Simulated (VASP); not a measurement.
# Li3Pb in VASP: single point with PBEsol

Aim: the single point of Li3Pb with PBEsol.

Everything below comes from runs of VASP 6.6.1. Logs are shortened: lines on timing, memory, paths and dates and some standing lists are left out, and cuts for length are marked.

## 1. The cell of the first run

The cell holds a slab with vacuum, 20 atoms: a = 4.678 Å, b = 6.616 Å, c = 24.356 Å, α = 90.00°, β = 90.00°, γ = 90.00°.

## 2. Single point, PBEsol

File INCAR:

```
PREC = Accurate ; ENCUT = 520
EDIFF = 1E-7 ; ISMEAR = 0
SIGMA = 0.1 ; LREAL = Auto
LASPH = True ; NELM = 100
ALGO = Normal ; ISIF = 2
LWAVE = False ; LCHARG = False
LDIPOL = True ; IDIPOL = 3
DIPOL = 0.5 0.5 0.500 ; GGA = PS
NBANDS = 74
```

File KPOINTS:

```
Automatic mesh
0
Gamma
  8 5 1
```

File POSCAR:

```
Li3Pb
1.0
    4.6781213806      0.0000000000      0.0000000000
    0.0000000000      6.6158627029      0.0000000000
    0.0000000000      0.0000000000     24.3562427612
Li Pb
15 5
Direct
    0.5000000000      0.0000000000      0.3079292678
    0.0000000000      0.7500000000      0.3079292678
    0.0000000000      0.2500000000      0.3079292678
    0.0000000000      0.5000000000      0.4039646339
    0.5000000000      0.2500000000      0.4039646339
    0.5000000000      0.7500000000      0.4039646339
    0.5000000000      0.0000000000      0.5000000000
    0.0000000000      0.7500000000      0.5000000000
    0.0000000000      0.2500000000      0.5000000000
    0.0000000000      0.5000000000      0.5960353661
    0.5000000000      0.2500000000      0.5960353661
    0.5000000000      0.7500000000      0.5960353661
    0.5000000000      0.0000000000      0.6920707322
    0.0000000000      0.7500000000      0.6920707322
    0.0000000000      0.2500000000      0.6920707322
    0.5000000000      0.5000000000      0.3079292678
    0.0000000000      0.0000000000      0.4039646339
    0.5000000000      0.5000000000      0.5000000000
    0.0000000000      0.0000000000      0.5960353661
    0.5000000000      0.5000000000      0.6920707322
```

Potentials or basis: VASP PAW PBE potentials, release 64 (Li_sv, Pb_d).

On the command line:

```
> cat potpaw_PBE.64/Li_sv/POTCAR potpaw_PBE.64/Pb_d/POTCAR > POTCAR
> mpirun -np 1 vasp_std > vasp.out
```

OUTCAR:

```text
PREC = Accurate
   ENCUT = 520
   EDIFF = 1E-7
   ISMEAR = 0
   LREAL = Auto
   LASPH = True
   NELM = 100
   ISIF = 2
   GGA = PS

 ion  position               nearest neighbor table
   1  0.500  0.000  0.308-  16 3.31  16 3.31  17 3.31  17 3.31
   2  0.000  0.750  0.308-  16 2.86  16 2.86  17 2.86
   3  0.000  0.250  0.308-  16 2.86  16 2.86  17 2.86
   4  0.000  0.500  0.404-  17 3.31  17 3.31  18 3.31  18 3.31  16 3.31  16 3.31
   5  0.500  0.250  0.404-  17 2.86  17 2.86  18 2.86  16 2.86
   6  0.500  0.750  0.404-  17 2.86  17 2.86  18 2.86  16 2.86
   7  0.500  0.000  0.500-  18 3.31  18 3.31  19 3.31  17 3.31  17 3.31  19 3.31
   8  0.000  0.750  0.500-  18 2.86  18 2.86  19 2.86  17 2.86
   9  0.000  0.250  0.500-  18 2.86  18 2.86  19 2.86  17 2.86
  10  0.000  0.500  0.596-  19 3.31  19 3.31  18 3.31  18 3.31  20 3.31  20 3.31
  11  0.500  0.250  0.596-  19 2.86  19 2.86  18 2.86  20 2.86
  12  0.500  0.750  0.596-  19 2.86  19 2.86  18 2.86  20 2.86
  13  0.500  0.000  0.692-  20 3.31  20 3.31  19 3.31  19 3.31
  14  0.000  0.750  0.692-  20 2.86  20 2.86  19 2.86
  15  0.000  0.250  0.692-  20 2.86  20 2.86  19 2.86
  16  0.500  0.500  0.308-   2 2.86   3 2.86   2 2.86   3 2.86   5 2.86   6 2.86   1 3.31   1 3.31
                             4 3.31   4 3.31
  17  0.000  0.000  0.404-   5 2.86   6 2.86   5 2.86   6 2.86   8 2.86   9 2.86   2 2.86   3 2.86
                             4 3.31   4 3.31   7 3.31   7 3.31   1 3.31   1 3.31
  18  0.500  0.500  0.500-   8 2.86   9 2.86   8 2.86   9 2.86  11 2.86  12 2.86   5 2.86   6 2.86
                             7 3.31   7 3.31   4 3.31  10 3.31   4 3.31  10 3.31
  19  0.000  0.000  0.596-  11 2.86  12 2.86  11 2.86  12 2.86   8 2.86   9 2.86  14 2.86  15 2.86
                            10 3.31  10 3.31   7 3.31   7 3.31  13 3.31  13 3.31
  20  0.500  0.500  0.692-  14 2.86  15 2.86  14 2.86  15 2.86  11 2.86  12 2.86  13 3.31  13 3.31
                            10 3.31  10 3.31

  LATTYP: Found a simple orthorhombic cell.
 ALAT       =     4.6781213806
 B/A-ratio  =     1.4142135624
 C/A-ratio  =     5.2064153064

  Lattice vectors:

 A1 = (   4.6781213806,   0.0000000000,   0.0000000000)
 A2 = (   0.0000000000,   6.6158627029,   0.0000000000)
 A3 = (   0.0000000000,   0.0000000000,  24.3562427612)

Analysis of symmetry for initial positions (statically):
=====================================================================
 Subroutine PRICEL returns:
 Original cell was already a primitive cell.

 Routine SETGRP: Setting up the symmetry group for a
 simple orthorhombic supercell.

 Subroutine GETGRP returns: Found  8 space group operations
 (whereof  8 operations were pure point group operations)
 out of a pool of  8 trial point group operations.

The static configuration has the point symmetry D_2h.

Analysis of symmetry for dynamics (positions and initial velocities):
=====================================================================
 Subroutine PRICEL returns:
 Original cell was already a primitive cell.

 Routine SETGRP: Setting up the symmetry group for a
 simple orthorhombic supercell.

 Subroutine GETGRP returns: Found  8 space group operations
 (whereof  8 operations were pure point group operations)
 out of a pool of  8 trial point group operations.

The dynamic configuration has the point symmetry D_2h.

 Subroutine INISYM returns: Found  8 space group operations
 (whereof  8 operations are pure point group operations),
 and found     1 'primitive' translations

----------------------------------------------------------------------------------------

                                     Primitive cell

  volume of cell :     753.8211

  direct lattice vectors                    reciprocal lattice vectors
     4.678121381  0.000000000  0.000000000     0.213761020  0.000000000  0.000000000
     0.000000000  6.615862703  0.000000000     0.000000000  0.151151867  0.000000000
     0.000000000  0.000000000 24.356242761     0.000000000  0.000000000  0.041057236

  length of vectors
     4.678121381  6.615862703 24.356242761     0.213761020  0.151151867  0.041057236

  position of ions in fractional coordinates (direct lattice)
     0.500000000  0.000000000  0.307929268
     0.000000000  0.750000000  0.307929268
     0.000000000  0.250000000  0.307929268
     0.000000000  0.500000000  0.403964634
     0.500000000  0.250000000  0.403964634
     0.500000000  0.750000000  0.403964634
[... 12 lines left out ...]
     0.000000000  0.000000000  0.596035366
     0.500000000  0.500000000  0.692070732

  ion indices of the primitive-cell ions
   primitive index   ion index
                 1           1
                 2           2
                 3           3
                 4           4
                 5           5
                 6           6
[... 12 lines left out ...]
                19          19
                20          20

----------------------------------------------------------------------------------------

 KPOINTS: Automatic mesh

Automatic generation of k-mesh.
 Grid dimensions read from file:
 generate k-points for:    8    5    1

 Generating k-lattice:

  Cartesian coordinates                     Fractional coordinates (reciprocal lattice)
     0.026720128  0.000000000  0.000000000     0.125000000  0.000000000  0.000000000
     0.000000000  0.030230373  0.000000000     0.000000000  0.200000000  0.000000000
     0.000000000  0.000000000  0.041057236     0.000000000  0.000000000  1.000000000

  Length of vectors
     0.026720128  0.030230373  0.041057236

  Shift w.r.t. Gamma in fractional coordinates (k-lattice)
     0.000000000  0.000000000  0.000000000

 Subroutine IBZKPT returns following result:
 ===========================================

 Found     15 irreducible k-points:

 Following reciprocal coordinates:
            Coordinates               Weight
  0.000000  0.000000  0.000000      1.000000
  0.125000  0.000000  0.000000      2.000000
  0.250000  0.000000  0.000000      2.000000
  0.375000  0.000000  0.000000      2.000000
  0.500000  0.000000  0.000000      1.000000
  0.000000  0.200000  0.000000      2.000000
  0.125000  0.200000  0.000000      4.000000
  0.250000  0.200000  0.000000      4.000000
  0.375000  0.200000  0.000000      4.000000
  0.500000  0.200000  0.000000      2.000000
  0.000000  0.400000  0.000000      2.000000
  0.125000  0.400000  0.000000      4.000000
  0.250000  0.400000  0.000000      4.000000
  0.375000  0.400000  0.000000      4.000000
  0.500000  0.400000  0.000000      2.000000
   k-points           NKPTS =     15   k-points in BZ     NKDIM =     15   number of bands    NBANDS=     74
   number of dos      NEDOS =    301   number of ions     NIONS =     20
   total plane-waves  NPLWV = 345600
   dimension x,y,z NGX =    36 NGY =   50 NGZ =  192
   dimension x,y,z NGXF=    72 NGYF=  100 NGZF=  384
   ions per type =              15   5
   NGX,Y,Z   is equivalent  to a cutoff of  12.79, 12.56, 13.11 a.u.
   NGXF,Y,Z  is equivalent  to a cutoff of  25.59, 25.13, 26.21 a.u.
 SYSTEM =  unknown system
   PREC   = accura    normal or accurate (medium, high low for compatibility)
   ISTART =      0    job   : 0-new  1-cont  2-samecut
   ICHARG =      2    charge: 1-file 2-atom 10-const
   ISPIN  =      1    spin polarized calculation?
   LNONCOLLINEAR =      F non collinear calculations
   LSORBIT =      F    spin-orbit coupling
   LASPH  =      T    aspherical Exc in radial PAW
   ENCUT  =  520.0 eV  38.22 Ry    6.18 a.u.   8.70 12.30 45.29*2*pi/ulx,y,z
   NELM   =    100;   NELMIN=  2; NELMDL= -5     # of ELM steps
   EDIFF  = 0.1E-06   stopping-criterion for ELM
   LREAL  =      T    real-space projection
   EDIFFG = 0.1E-05   stopping-criterion for IOM
   NSW    =      0    number of steps for IOM
   IBRION =     -1    ionic relax: 0-MD 1-quasi-New 2-CG
   NFREE  =      0    steps in history (QN), initial steepest desc. (CG)
   ISIF   =      2    stress and relaxation
   ISYM   =      2    0-nonsym 1-usesym 2-fastsym
   POTIM  = 0.5000    time-step for ionic-motion
   TEBEG  =    0.0;   TEEND  =   0.0 temperature during run
   PSTRESS=    0.0 pullay stress
   NELECT =     115.0000    total number of electrons
   NUPDOWN=      -1.0000    fix difference up-down
   EMIN   =  10.00;   EMAX   =-10.00  energy-range for DOS
   EFERMI =   0.00;   METHOD = LEGACY
   ISMEAR =     0;   SIGMA  =   0.10  broadening in eV -4-tet -1-fermi 0-gaus
   EFERMI_NEDOS =   21; number of points for ismear=-14 and -15
   IALGO  =     38    algorithm
   IMIX   =      4    mixing-type and parameters
     AMIX     =   0.40;   BMIX     =  1.00
     AMIX_MAG =   1.60;   BMIX_MAG =  1.00
  volume/ion in A,a.u.               =      37.69       254.35
  Fermi-wavevector in a.u.,A,eV,Ry     =   0.874751  1.653041 10.411044  0.765190
  Thomas-Fermi vector in A             =   1.994326
   LORBIT       =      0    0 simple, 1 ext, 2 COOP (PROOUT), +10 PAW based schemes
   GGA     = PS    functional components
   LHFCALC =     F    Hartree Fock is set to
   AEXX    =    0.0000 exact exchange contribution
   IVDW    =     0    specifies the selected vdW correction
   LEPSILON=     F    determine dielectric tensor
   LRPA    =     F    only Hartree local field effects (RPA)
 non-spin polarized calculation
 Gauss-broadening in eV      SIGMA  =   0.10
  energy-cutoff  :      520.00
  volume of cell :      753.82
 maximum number of plane-waves:     20346
 NGX is ok and might be reduce to    36
   NGX = 17   NGY = 25   NGZ = 91

 number of electron     114.9999923 magnetization

 dipolmoment           0.000000      0.000000     -0.000000 electrons x Angstroem

 Free energy of the ion-electron system (eV)
  ---------------------------------------------------
  ext. energy  EPLUGINS =         0.00000000
  ---------------------------------------------------
  free energy    TOTEN  =       -53.59936462 eV

  energy without entropy =      -53.55837708  energy(sigma->0) =      -53.57887085

 E-fermi :  -0.1866     XC(G=0):  -4.9702

 val. band max:       -0.1923903728   @ k =   0.1250   0.4000   0.0000
 cond. band min:      -0.1861272640   @ k =   0.0000   0.4000   0.0000
 fundamental gap:      0.0062631088
 Fermi energy:        -0.1865829729

 k-point     1 :       0.0000    0.0000    0.0000
  band No.  band energies     occupation
      1     -46.4515      2.00000
      2     -46.4515      2.00000
      3     -46.0165      2.00000
      4     -45.9203      2.00000
      5     -45.9203      2.00000
      6     -45.9175      2.00000
[... 61 lines left out ...]
     68       3.3768      0.00000
     69       3.5093      0.00000

 k-point     2 :       0.1250    0.0000    0.0000
  band No.  band energies     occupation
      1     -46.4515      2.00000
      2     -46.4515      2.00000
      3     -46.0165      2.00000
      4     -45.9203      2.00000
      5     -45.9203      2.00000
      6     -45.9175      2.00000
[... 61 lines left out ...]
     68       3.5222      0.00000
     69       3.5418      0.00000

 k-point     3 :       0.2500    0.0000    0.0000
  band No.  band energies     occupation
      1     -46.4515      2.00000
      2     -46.4515      2.00000
      3     -46.0164      2.00000
      4     -45.9204      2.00000
      5     -45.9203      2.00000
      6     -45.9176      2.00000
[... 853 lines left out ...]
     68       3.0302      0.00000
     69       3.1752      0.00000

 k-point    15 :       0.5000    0.4000    0.0000
  band No.  band energies     occupation
      1     -46.4514      2.00000
      2     -46.4514      2.00000
      3     -46.0163      2.00000
      4     -45.9194      2.00000
      5     -45.9194      2.00000
      6     -45.9185      2.00000
[... 61 lines left out ...]
     68       2.7896      0.00000
     69       2.9258      0.00000
 [bands above 69 left out]

------------------------ aborting loop because EDIFF is reached ----------------------------------------

 vacuum level on the upper side and lower side of the slab       (xc-potential included)        -0.115        -0.115

  FORCE on cell =-STRESS in cart. coord.  units (eV):
  Direction    XX          YY          ZZ          XY          YZ          ZX
  --------------------------------------------------------------------------------------
  -------------------------------------------------------------------------------------
  Total        0.6050575     -1.9940490     -1.7478502     -0.0000000      0.0000000      0.0000000
  in kB        1.2859940     -4.2381678     -3.7148948     -0.0000000      0.0000000      0.0000000
  external PRESSURE =      -2.2223562 kB  Pullay stress =       0.0000000 kB

 VOLUME and BASIS-vectors are now :
 -----------------------------------------------------------------------------
  energy-cutoff  :      520.00
  volume of cell :      753.82
      direct lattice vectors                 reciprocal lattice vectors
     4.678121381  0.000000000  0.000000000     0.213761020  0.000000000  0.000000000
     0.000000000  6.615862703  0.000000000     0.000000000  0.151151867  0.000000000
     0.000000000  0.000000000 24.356242761     0.000000000  0.000000000  0.041057236

 POSITION                                       TOTAL-FORCE (eV/Angst)
 -----------------------------------------------------------------------------------
      2.33906      0.00000      7.50000         0.000000     -0.000000      0.240616
      0.00000      4.96190      7.50000         0.000000     -0.288787     -0.033570
      0.00000      1.65397      7.50000         0.000000      0.288787     -0.033570
      0.00000      3.30793      9.83906         0.000000     -0.000000     -0.005702
      2.33906      1.65397      9.83906         0.000000     -0.057866     -0.000226
      2.33906      4.96190      9.83906         0.000000      0.057866     -0.000226
[... 12 lines left out ...]
      0.00000      0.00000     14.51718        -0.000000     -0.000000      0.207863
      2.33906      3.30793     16.85624         0.000000     -0.000000     -0.088416
 -----------------------------------------------------------------------------------
    total drift:                                0.000000      0.000000      0.000000

  FREE ENERGIE OF THE ION-ELECTRON SYSTEM (eV)
  ---------------------------------------------------
  free  energy   TOTEN  =       -53.5993646156 eV

  energy  without entropy=      -53.5583770762  energy(sigma->0) =      -53.57887085

 vacuum level on the upper side and lower side of the slab         3.659         3.659
```

It took 35 min on 1 thread of Intel Xeon 6975P-C, shared host; peak memory 0.98 GiB.

Results:

* Free energy: -53.5994 eV
* Largest force: 0.291 eV/Å

Forces in eV/Å, atoms in the order of the input:
```
Li   0.000  0.000  0.241
Li   0.000 -0.289 -0.034
Li   0.000  0.289 -0.034
Li   0.000  0.000 -0.006
Li   0.000 -0.058  0.000
Li   0.000  0.058  0.000
Li   0.000  0.000  0.000
Li   0.000  0.013  0.000
Li   0.000 -0.013  0.000
Li   0.000  0.000  0.006
Li   0.000 -0.058  0.000
Li   0.000  0.058  0.000
Li   0.000  0.000 -0.241
Li   0.000 -0.289  0.034
Li   0.000  0.289  0.034
Pb   0.000  0.000  0.088
Pb   0.000  0.000 -0.208
Pb   0.000  0.000  0.000
Pb   0.000  0.000  0.208
Pb   0.000  0.000 -0.088
```

Levels at points of the mesh, in eV from the Fermi level:
| k point | band 54 | band 55 | band 56 | band 57 | band 58 | band 59 | band 60 | band 61 | band 62 | band 63 |
| --- | --- | --- | --- | --- | --- | --- | --- | --- | --- | --- |
| (0.00, 0.00, 0.00) | -0.54 | -0.35 | -0.24 | 0.37 | 0.80 | 1.00 | 1.25 | 1.41 | 1.72 | 2.10 |
| (0.50, 0.00, 0.00) | -1.25 | -1.14 | -1.07 | -1.06 | -0.73 | -0.31 | 0.47 | 1.04 | 1.24 | 1.53 |

Caveat: the cutoff is under 1.25 times the usual one of these potentials, so pressure, stress and relaxed cells hold a basis-set (Pulay) error; the PAW data sets were made with another functional, which shifts forces and pressure a little; spin-orbit coupling is left out, which moves the levels of the heavy elements.
